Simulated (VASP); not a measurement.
## Ba8Zn3N6O3 (a cell with a defect): single point with PBEsol

The system is Ba8Zn3N6O3 (a cell with a defect).

```
CELL_PARAMETERS angstrom
4.06034 4.06034 0.00000
4.06034 -8.12068 0.00000
0.00000 0.00000 -9.08332
ATOMIC_POSITIONS crystal
Ba 0.99377 0.98753 0.77325
Ba 0.32629 0.65258 0.77631
Ba 0.62665 0.25330 0.71645
Ba 0.00433 0.00865 0.24677
Ba 0.34229 0.68458 0.23799
Ba 0.66658 0.33317 0.20614
Ba 0.83509 0.67018 0.50676
Ba 0.16644 0.33289 0.48505
Zn 0.49407 0.98814 0.00773
Zn 0.83664 0.67327 0.00421
Zn 0.16341 0.32682 0.98511
N 0.50427 0.00855 0.20250
N 0.84206 0.68411 0.20256
N 0.17467 0.34935 0.18266
N 0.48169 0.96338 0.81334
N 0.83123 0.66246 0.80627
N 0.15392 0.30784 0.78699
O 0.31469 0.62937 0.50512
O 0.68867 0.37734 0.47167
O 0.01157 0.02314 0.51273
```

```yaml
Program: VASP 6.6.1
Task: single point
Functional: PBEsol
Potentials_or_basis: VASP PAW PBE potentials, release 64 (Ba_sv, Zn, N, O)
Cutoff: 520 eV
k_mesh: 4 × 4 × 4
Occupations: gaussian, width 0.05 eV
Spin: no spin polarisation
Dipole_correction: no
Further_INCAR_settings: LREAL = Auto; ALGO = Normal; EDIFF = 1e-06; NBANDS = 98
```

```
Pressure               : 1.0 GPa
Largest force          : 0.685 eV/Å
Band gap on the k mesh : zero (band 82 reaches 1.85 eV, above the bottom of band 83 at 1.50 eV)
```

Forces on the atoms (eV/Å):
```
Ba  -0.068  0.068 -0.248
Ba  -0.019  0.019 -0.176
Ba   0.290 -0.290 -0.549
Ba  -0.036  0.036  0.331
Ba  -0.005  0.005  0.238
Ba  -0.022  0.022  0.206
Ba   0.063 -0.063  0.028
Ba  -0.087  0.087  0.031
Zn  -0.004  0.004  0.052
Zn  -0.049  0.049  0.017
Zn   0.010 -0.010  0.001
N   -0.012  0.012 -0.110
N   -0.038  0.038 -0.016
N    0.004 -0.004 -0.049
N    0.030 -0.030  0.162
N   -0.099  0.099  0.073
N    0.064 -0.064 -0.002
O    0.064 -0.064 -0.017
O   -0.037  0.037 -0.059
O   -0.047  0.047  0.086
```

Stress tensor (GPa, compression positive):
```
-0.14 -1.04  0.25
-1.04 -0.14 -0.25
 0.25 -0.25  3.38
```

Levels at points of the mesh, in eV from the Fermi level:
| k point | band 78 | band 79 | band 80 | band 81 | band 82 | band 83 | band 84 | band 85 | band 86 | band 87 |
| --- | --- | --- | --- | --- | --- | --- | --- | --- | --- | --- |
| (0.00, 0.00, 0.00) | -0.57 | -0.45 | -0.12 | 0.00 | 0.10 | 0.11 | 1.74 | 1.91 | 2.16 | 2.39 |
| (0.50, 0.00, 0.00) | -1.05 | -1.01 | -0.87 | -0.78 | -0.33 | -0.18 | 1.92 | 2.07 | 2.22 | 2.96 |
| (0.00, 0.50, 0.00) | -0.75 | -0.58 | -0.16 | -0.03 | 0.10 | 0.10 | 2.09 | 2.16 | 2.32 | 2.45 |
| (0.00, 0.00, 0.50) | -0.64 | -0.41 | -0.05 | 0.06 | 0.16 | 0.17 | 1.59 | 2.06 | 2.11 | 2.12 |
| (0.50, 0.00, 0.50) | -1.01 | -1.00 | -0.90 | -0.79 | -0.25 | -0.12 | 1.89 | 2.02 | 2.59 | 2.88 |
| (0.00, 0.50, 0.50) | -0.74 | -0.50 | -0.10 | 0.08 | 0.14 | 0.15 | 1.56 | 1.88 | 2.49 | 2.55 |

Wall time 97 min on 1 thread of Intel(R) Xeon(R) Platinum 8488C (Sapphire Rapids), on a shared host, peak memory 0.95 GiB.

Caveat: the PAW data sets were made with another functional, which shifts forces and pressure a little; spin-orbit coupling is left out, which moves the levels of the heavy elements.
